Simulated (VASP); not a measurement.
Li:

```
CELL_PARAMETERS angstrom
5.69654 0.00000 0.00000
-2.84827 4.93335 0.00000
0.00000 0.00000 3.81225
ATOMIC_POSITIONS crystal
Li 0.33333 0.66667 0.50000
Li 0.66667 0.33333 0.50000
Li 0.00000 0.71431 0.00000
Li 0.28569 0.28569 0.00000
Li 0.71431 0.00000 0.00000
```

* Program: VASP 6.6.1
* Task: relaxation of cell and atoms
* Functional: PBE
* Potentials or basis: VASP PAW PBE potentials, release 64 (Li_sv)
* Cutoff: 600 eV
* k mesh: 9 × 9 × 10
* Occupations: gaussian, width 0.1 eV
* Spin: no spin polarisation

At the start: pressure -0.3 GPa; volume 21.43 Å³/atom.

How do energy, volume and symmetry change on relaxing?

Over 15 steps the energy falls by 6.1 meV/atom and the volume is 20.54 Å³/atom (-4.1 %); space group P-62m (No. 189, to 0.05 Å).

Step by step:
| step | energy change (eV) | largest force (eV/Å) | pressure (GPa) | volume (Å³) |
| --- | --- | --- | --- | --- |
| 1 | 0.0000 | 0.0031 | -0.26 | 107.14 |
| 2 | -0.0015 | 0.0115 | -0.21 | 106.60 |
| 3 | -0.0050 | 0.0372 | -0.06 | 105.00 |
| 4 | -0.0059 | 0.0916 | 0.29 | 101.82 |
| 5 | -0.0065 | 0.0691 | 0.14 | 103.09 |
| 6 | -0.0087 | 0.0677 | 0.14 | 102.92 |
| 7 | -0.0148 | 0.0646 | 0.15 | 102.35 |
| 8 | -0.0231 | 0.0533 | 0.23 | 101.11 |
| 9 | -0.0194 | 0.0046 | 0.58 | 98.16 |
| 10 | -0.0255 | 0.0386 | 0.30 | 100.35 |
| 11 | -0.0257 | 0.0189 | 0.44 | 99.18 |
| 12 | -0.0293 | 0.0156 | 0.09 | 101.80 |
| 13 | -0.0294 | 0.0143 | 0.11 | 101.69 |
| 14 | -0.0300 | 0.0087 | 0.06 | 102.10 |
| 15 | -0.0304 | 0.0008 | -0.01 | 102.70 |

Final structure:
```xyz
5
Lattice="5.9594 0.0000 0.0000 -2.9797 5.1610 0.0000 0.0000 0.0000 3.3391" Properties=species:S:1:pos:R:3 pbc="T T T"
Li    0.0000    3.4407    1.6696
Li    2.9797    1.7203    1.6696
Li    3.7682    3.7954    0.0000
Li    0.7884    1.3656    0.0000
Li    4.3826    0.0000    0.0000
```

Caveat: the cutoff is under 1.25 times the usual one of these potentials, so pressure, stress and relaxed cells hold a basis-set (Pulay) error.
